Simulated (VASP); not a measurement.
## ZnCu: single point with PBE

Crystal: ZnCu.

```
Zn Cu
1.0
     2.94500    0.00000    0.00000
     0.00000    2.94500    0.00000
     0.00000    0.00000    2.94500
Zn Cu
1 1
Direct
  0.52881 0.52881 0.50000
  0.00000 0.00000 0.00000
```

This cell differs from its parent crystal: atom 1 (Zn) moved by [0.084853, 0.084853, 0.0] A.

```
Program                : VASP 6.6.1
Task                   : single point
Functional             : PBE
Potentials or basis    : VASP PAW PBE potentials, release 64 (Zn, Cu)
Cutoff                 : 520 eV
k mesh                 : 14 × 14 × 14
Occupations            : fermi-dirac, width 0.08 eV
Spin                   : no spin polarisation
Dipole correction      : no
Further INCAR settings : ALGO = Normal; EDIFF = 1e-07; NBANDS = 18
```

| Item | Value |
| --- | --- |
| Pressure | 3.6 GPa |
| Largest force | 0.605 eV/Å |

Forces in eV/Å, atoms in the order of the input:
```
Zn  -0.428 -0.428  0.000
Cu   0.428  0.428  0.000
```

Stress tensor (GPa, compression positive):
```
3.49 0.82 0.00
0.82 3.49 0.00
0.00 0.00 3.93
```

Levels at points of the mesh, in eV from the Fermi level:
| k point | band 9 | band 10 | band 11 | band 12 | band 13 | band 14 | band 15 | band 16 |
| --- | --- | --- | --- | --- | --- | --- | --- | --- |
| (0.00, 0.00, 0.00) | -2.77 | -2.77 | -2.76 | 6.21 | 6.25 | 6.26 | 11.20 | 11.23 |
| (0.50, 0.00, 0.00) | -3.31 | -3.30 | -2.83 | -2.03 | 11.52 | 11.59 | 12.38 | 12.44 |
| (0.00, 0.00, 0.50) | -3.30 | -3.29 | -2.83 | -2.04 | 11.62 | 11.63 | 12.25 | 12.30 |
| (0.50, 0.50, 0.00) | -2.91 | -2.53 | -1.91 | -1.88 | 1.73 | 2.08 | 13.93 | 15.51 |
| (0.00, 0.50, 0.50) | -2.92 | -2.53 | -1.90 | -1.89 | 1.74 | 2.08 | 13.94 | 15.54 |
| (0.50, 0.50, 0.50) | -2.51 | -2.51 | 3.76 | 3.96 | 4.03 | 4.32 | 4.50 | 4.86 |

Wall time 54 s on 1 thread of Intel(R) Xeon(R) 6975P-C (Granite Rapids), on a shared host, peak memory 0.32 GiB.

Caveat: the cell differs from its parent crystal (atom 1 (Zn) moved by [0.084853, 0.084853, 0.0] A).
